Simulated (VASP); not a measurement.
# Ba2Y3Si4 in VASP: further runs

Runs on Ba2Y3Si4. Level: PBE. Tasks: single point.

Everything below comes from runs of VASP 6.6.1. Logs are shortened: lines on timing, memory, paths and dates and some standing lists are left out, and cuts for length are marked.

### 1 The cell of the first run

The cell holds a slab with vacuum, 9 atoms: a = 3.552 Å, b = 3.552 Å, c = 33.303 Å, α = 90.00°, β = 90.00°, γ = 120.00°.

The cell was generated, and may not be a known phase.

### 2 Single point, PBE

The input, INCAR:

```
  ALGO = Fast
  EDIFF = 1E-6
  ENCUT = 520
  GGA = PE
  ISIF = 2
  ISMEAR = 0
  LASPH = True
  LCHARG = True
  LELF = True
  LREAL = False
  LVHAR = True
  LWAVE = False
  NBANDS = 44
  NELM = 80
  PREC = Accurate
  SIGMA = 0.1
```

The input, KPOINTS:

```
k-points
0
Gamma
  6 6 1
```

The input, POSCAR:

```
Ba2Y3Si4
1.0
    3.5520318427     -0.0000000032      0.0000000000
   -1.7760159186      3.0761498124      0.0000000000
    0.0000000000      0.0000000000     33.3030617543
Ba Y Si
2 3 4
Direct
    0.0000000000      0.0000000000      0.6078780279
    0.0000000000      0.0000000000      0.3921219721
    0.0000000000      0.0000000000      0.2496387735
    0.0000000000      0.0000000000      0.7503612265
    0.3333333333      0.6666666667      0.5000000000
    0.3333333333      0.6666666667      0.1855831155
    0.3333333333      0.6666666667      0.6838878804
    0.3333333333      0.6666666667      0.3161121196
    0.3333333333      0.6666666667      0.8144168845
```

Potentials or basis: VASP PAW PBE potentials, release 64 (Ba_sv, Y_sv, Si).

The run is started by

```
$ cat potpaw_PBE.64/Ba_sv/POTCAR potpaw_PBE.64/Y_sv/POTCAR potpaw_PBE.64/Si/POTCAR > POTCAR
$ mpirun -np 1 vasp_std > vasp.out
```

OUTCAR:

```text
EDIFF = 1E-6
   ENCUT = 520
   GGA = PE
   ISIF = 2
   ISMEAR = 0
   LASPH = True
   LREAL = False
   NELM = 80
   PREC = Accurate

 ion  position               nearest neighbor table
   1  0.000  0.000  0.608-   7 3.26   7 3.26   7 3.26   5 4.14   5 4.14   5 4.14
   2  0.000  0.000  0.392-   8 3.26   8 3.26   8 3.26   5 4.14   5 4.14   5 4.14
   3  0.000  0.000  0.250-   6 2.96   6 2.96   6 2.96   8 3.02   8 3.02   8 3.02
   4  0.000  0.000  0.750-   9 2.96   9 2.96   9 2.96   7 3.02   7 3.02   7 3.02
   5  0.333  0.667  0.500-   1 4.14   2 4.14   1 4.14   2 4.14   1 4.14   2 4.14
   6  0.333  0.667  0.186-   3 2.96   3 2.96   3 2.96
   7  0.333  0.667  0.684-   4 3.02   4 3.02   4 3.02   1 3.26   1 3.26   1 3.26
   8  0.333  0.667  0.316-   3 3.02   3 3.02   3 3.02   2 3.26   2 3.26   2 3.26
   9  0.333  0.667  0.814-   4 2.96   4 2.96   4 2.96

  LATTYP: Found a hexagonal cell.
 ALAT       =     3.5520318427
 C/A-ratio  =     9.3757779291

  Lattice vectors:

 A1 = (   3.5520318427,  -0.0000000032,   0.0000000000)
 A2 = (  -1.7760159186,   3.0761498124,   0.0000000000)
 A3 = (   0.0000000000,   0.0000000000,  33.3030617543)

Analysis of symmetry for initial positions (statically):
=====================================================================
 Subroutine PRICEL returns:
 Original cell was already a primitive cell.

 Routine SETGRP: Setting up the symmetry group for a
 hexagonal supercell.

 Subroutine GETGRP returns: Found 12 space group operations
 (whereof 12 operations were pure point group operations)
 out of a pool of 24 trial point group operations.

The static configuration has the point symmetry D_3h.

Analysis of symmetry for dynamics (positions and initial velocities):
=====================================================================
 Subroutine PRICEL returns:
 Original cell was already a primitive cell.

 Routine SETGRP: Setting up the symmetry group for a
 hexagonal supercell.

 Subroutine GETGRP returns: Found 12 space group operations
 (whereof 12 operations were pure point group operations)
 out of a pool of 24 trial point group operations.

The dynamic configuration has the point symmetry D_3h.

 Subroutine INISYM returns: Found 12 space group operations
 (whereof 12 operations are pure point group operations),
 and found     1 'primitive' translations

----------------------------------------------------------------------------------------

                                     Primitive cell

  volume of cell :     363.8886

  direct lattice vectors                    reciprocal lattice vectors
     3.552031843 -0.000000003  0.000000000     0.281529008  0.162540848  0.000000000
    -1.776015919  3.076149812  0.000000000     0.000000000  0.325081697  0.000000000
     0.000000000  0.000000000 33.303061754     0.000000000  0.000000000  0.030027269

  length of vectors
     3.552031843  3.552031843 33.303061754     0.325081697  0.325081697  0.030027269

  position of ions in fractional coordinates (direct lattice)
     0.000000000  0.000000000  0.607878028
     0.000000000  0.000000000  0.392121972
     0.000000000  0.000000000  0.249638774
     0.000000000  0.000000000  0.750361226
     0.333333333  0.666666667  0.500000000
     0.333333333  0.666666667  0.185583116
     0.333333333  0.666666667  0.683887880
     0.333333333  0.666666667  0.316112120
     0.333333333  0.666666667  0.814416884

  ion indices of the primitive-cell ions
   primitive index   ion index
                 1           1
                 2           2
                 3           3
                 4           4
                 5           5
                 6           6
                 7           7
                 8           8
                 9           9

----------------------------------------------------------------------------------------

 KPOINTS: k-points

Automatic generation of k-mesh.
 Grid dimensions read from file:
 generate k-points for:    6    6    1

 Generating k-lattice:

  Cartesian coordinates                     Fractional coordinates (reciprocal lattice)
     0.046921501  0.027090141  0.000000000     0.166666667  0.000000000  0.000000000
     0.000000000  0.054180283  0.000000000     0.000000000  0.166666667  0.000000000
     0.000000000  0.000000000  0.030027269     0.000000000  0.000000000  1.000000000

  Length of vectors
     0.054180283  0.054180283  0.030027269

  Shift w.r.t. Gamma in fractional coordinates (k-lattice)
     0.000000000  0.000000000  0.000000000

 Subroutine IBZKPT returns following result:
 ===========================================

 Found      7 irreducible k-points:

 Following reciprocal coordinates:
            Coordinates               Weight
  0.000000  0.000000  0.000000      1.000000
  0.166667 -0.000000  0.000000      6.000000
  0.333333 -0.000000  0.000000      6.000000
  0.500000  0.000000  0.000000      3.000000
  0.166667  0.166667  0.000000      6.000000
  0.333333  0.166667  0.000000     12.000000
  0.333333  0.333333  0.000000      2.000000
   k-points           NKPTS =      7   k-points in BZ     NKDIM =      7   number of bands    NBANDS=     44
   number of dos      NEDOS =    301   number of ions     NIONS =      9
   total plane-waves  NPLWV = 196000
   dimension x,y,z NGX =    28 NGY =   28 NGZ =  250
   dimension x,y,z NGXF=    56 NGYF=   56 NGZF=  500
   ions per type =               2   3   4
   NGX,Y,Z   is equivalent  to a cutoff of  13.10, 13.10, 12.48 a.u.
   NGXF,Y,Z  is equivalent  to a cutoff of  26.21, 26.21, 24.96 a.u.
 SYSTEM =  unknown system
   PREC   = accura    normal or accurate (medium, high low for compatibility)
   ISTART =      0    job   : 0-new  1-cont  2-samecut
   ICHARG =      2    charge: 1-file 2-atom 10-const
   ISPIN  =      1    spin polarized calculation?
   LNONCOLLINEAR =      F non collinear calculations
   LSORBIT =      F    spin-orbit coupling
   LASPH  =      T    aspherical Exc in radial PAW
   ENCUT  =  520.0 eV  38.22 Ry    6.18 a.u.   6.60  6.60 61.92*2*pi/ulx,y,z
   NELM   =     80;   NELMIN=  2; NELMDL= -5     # of ELM steps
   EDIFF  = 0.1E-05   stopping-criterion for ELM
   LREAL  =      F    real-space projection
   EDIFFG = 0.1E-04   stopping-criterion for IOM
   NSW    =      0    number of steps for IOM
   IBRION =     -1    ionic relax: 0-MD 1-quasi-New 2-CG
   NFREE  =      0    steps in history (QN), initial steepest desc. (CG)
   ISIF   =      2    stress and relaxation
   ISYM   =      2    0-nonsym 1-usesym 2-fastsym
   POTIM  = 0.5000    time-step for ionic-motion
   TEBEG  =    0.0;   TEEND  =   0.0 temperature during run
   PSTRESS=    0.0 pullay stress
   NELECT =      69.0000    total number of electrons
   NUPDOWN=      -1.0000    fix difference up-down
   EMIN   =  10.00;   EMAX   =-10.00  energy-range for DOS
   EFERMI =   0.00;   METHOD = LEGACY
   ISMEAR =     0;   SIGMA  =   0.10  broadening in eV -4-tet -1-fermi 0-gaus
   EFERMI_NEDOS =   21; number of points for ismear=-14 and -15
   IALGO  =     68    algorithm
   IMIX   =      4    mixing-type and parameters
     AMIX     =   0.40;   BMIX     =  1.00
     AMIX_MAG =   1.60;   BMIX_MAG =  1.00
  volume/ion in A,a.u.               =      40.43       272.85
  Fermi-wavevector in a.u.,A,eV,Ry     =   0.940521  1.777326 12.035431  0.884579
  Thomas-Fermi vector in A             =   2.067941
   LORBIT       =      0    0 simple, 1 ext, 2 COOP (PROOUT), +10 PAW based schemes
   GGA     = PE    functional components
   LHFCALC =     F    Hartree Fock is set to
   AEXX    =    0.0000 exact exchange contribution
   IVDW    =     0    specifies the selected vdW correction
   LEPSILON=     F    determine dielectric tensor
   LRPA    =     F    only Hartree local field effects (RPA)
 non-spin polarized calculation
 RMM-DIIS sequential band-by-band and
 Gauss-broadening in eV      SIGMA  =   0.10
  energy-cutoff  :      520.00
  volume of cell :      363.89
 maximum number of plane-waves:      9951
 NGX is ok and might be reduce to    28
   NGX = 13   NGY = 13   NGZ =123

 number of electron      69.0000001 magnetization

 Free energy of the ion-electron system (eV)
  ---------------------------------------------------
  ext. energy  EPLUGINS =         0.00000000
  ---------------------------------------------------
  free energy    TOTEN  =       -41.24203186 eV

  energy without entropy =      -41.18237807  energy(sigma->0) =      -41.21220497

 E-fermi :   1.2726     XC(G=0):  -7.0655

 val. band max:        1.2712100783   @ k =   0.3333   0.3333   0.0000
 cond. band min:       1.2776077458   @ k =   0.3333  -0.0000   0.0000
 fundamental gap:      0.0063976675
 Fermi energy:         1.2726490845

 k-point     1 :       0.0000    0.0000    0.0000
  band No.  band energies     occupation
      1     -41.8322      2.00000
      2     -40.9830      2.00000
      3     -40.9830      2.00000
      4     -27.0618      2.00000
      5     -27.0615      2.00000
      6     -21.8239      2.00000
[... 36 lines left out ...]
     43       3.6543      0.00000
     44       4.0935      0.00000

 k-point     2 :       0.1667   -0.0000    0.0000
  band No.  band energies     occupation
      1     -41.8205      2.00000
      2     -40.9704      2.00000
      3     -40.9704      2.00000
      4     -26.9682      2.00000
      5     -26.9680      2.00000
      6     -21.8069      2.00000
[... 36 lines left out ...]
     43       3.2231      0.00000
     44       3.3479      0.00000

 k-point     3 :       0.3333   -0.0000    0.0000
  band No.  band energies     occupation
      1     -41.7969      2.00000
      2     -40.9451      2.00000
      3     -40.9451      2.00000
      4     -26.7716      2.00000
      5     -26.7716      2.00000
      6     -21.9016      2.00000
[... 177 lines left out ...]
     43       2.6142      0.00000
     44       3.0183      0.00000

 k-point     7 :       0.3333    0.3333    0.0000
  band No.  band energies     occupation
      1     -41.7791      2.00000
      2     -40.9260      2.00000
      3     -40.9260      2.00000
      4     -26.6167      2.00000
      5     -26.6166      2.00000
      6     -21.8763      2.00000
[... 36 lines left out ...]
     43       2.7050      0.00000
     44       2.9364      0.00000

------------------------ aborting loop because EDIFF is reached ----------------------------------------

  FORCE on cell =-STRESS in cart. coord.  units (eV):
  Direction    XX          YY          ZZ          XY          YZ          ZX
  --------------------------------------------------------------------------------------
  -------------------------------------------------------------------------------------
  Total        0.7287553      0.7287553      0.6655989     -0.0000000      0.0000000      0.0000000
  in kB        3.2086609      3.2086609      2.9305873     -0.0000000      0.0000000      0.0000000
  external PRESSURE =       3.1159697 kB  Pullay stress =       0.0000000 kB

 VOLUME and BASIS-vectors are now :
 -----------------------------------------------------------------------------
  energy-cutoff  :      520.00
  volume of cell :      363.89
      direct lattice vectors                 reciprocal lattice vectors
     3.552031843 -0.000000003  0.000000000     0.281529008  0.162540848  0.000000000
    -1.776015919  3.076149812  0.000000000     0.000000000  0.325081697  0.000000000
     0.000000000  0.000000000 33.303061754     0.000000000  0.000000000  0.030027269

 POSITION                                       TOTAL-FORCE (eV/Angst)
 -----------------------------------------------------------------------------------
      0.00000      0.00000     20.24420        -0.000000      0.000000     -0.060064
      0.00000      0.00000     13.05886        -0.000000      0.000000      0.060064
      0.00000      0.00000      8.31374        -0.000000      0.000000     -0.001966
      0.00000      0.00000     24.98933        -0.000000      0.000000      0.001966
      0.00000      2.05077     16.65153         0.000000     -0.000000      0.000000
      0.00000      2.05077      6.18049        -0.000000      0.000000     -0.004492
      0.00000      2.05077     22.77556        -0.000000      0.000000      0.078037
      0.00000      2.05077     10.52750        -0.000000      0.000000     -0.078037
      0.00000      2.05077     27.12258        -0.000000      0.000000      0.004492
 -----------------------------------------------------------------------------------
    total drift:                                0.000000     -0.000000     -0.000000

  FREE ENERGIE OF THE ION-ELECTRON SYSTEM (eV)
  ---------------------------------------------------
  free  energy   TOTEN  =       -41.2420318640 eV

  energy  without entropy=      -41.1823780699  energy(sigma->0) =      -41.21220497
```

It took 6.5 min on 1 thread of Intel Xeon 6975P-C (Granite Rapids), shared host; peak memory 0.51 GiB.

What came out:

```
Free energy            : -41.2420 eV
Largest force          : 0.078 eV/Å
Band gap on the k mesh : zero (an odd number of electrons rules out a gap without spin polarisation)
```

Forces on the atoms (eV/Å):
```
Ba   0.000  0.000 -0.060
Ba   0.000  0.000  0.060
Y    0.000  0.000 -0.002
Y    0.000  0.000  0.002
Y    0.000  0.000  0.000
Si   0.000  0.000 -0.004
Si   0.000  0.000  0.078
Si   0.000  0.000 -0.078
Si   0.000  0.000  0.004
```

Levels at points of the mesh, in eV from the Fermi level:
```tsv
k point	band 32	band 33	band 34	band 35	band 36	band 37	band 38	band 39
(0.00, 0.00, 0.00)	0.25	0.52	1.26	1.26	1.47	1.47	1.47	1.47
(0.50, 0.00, 0.00)	-0.69	-0.64	-0.60	-0.54	-0.27	0.64	0.80	0.81
```

Caveat: there is no dipole correction, which matters where the two faces differ; spin-orbit coupling is left out, which moves the levels of the heavy elements; an odd number of electrons without spin polarisation forces a metal; a magnetic or distorted state may lie lower.

(Part 1 of 2 ends here.)

The gap in the log of VASP goes by the Fermi energy; the results here count the filled bands.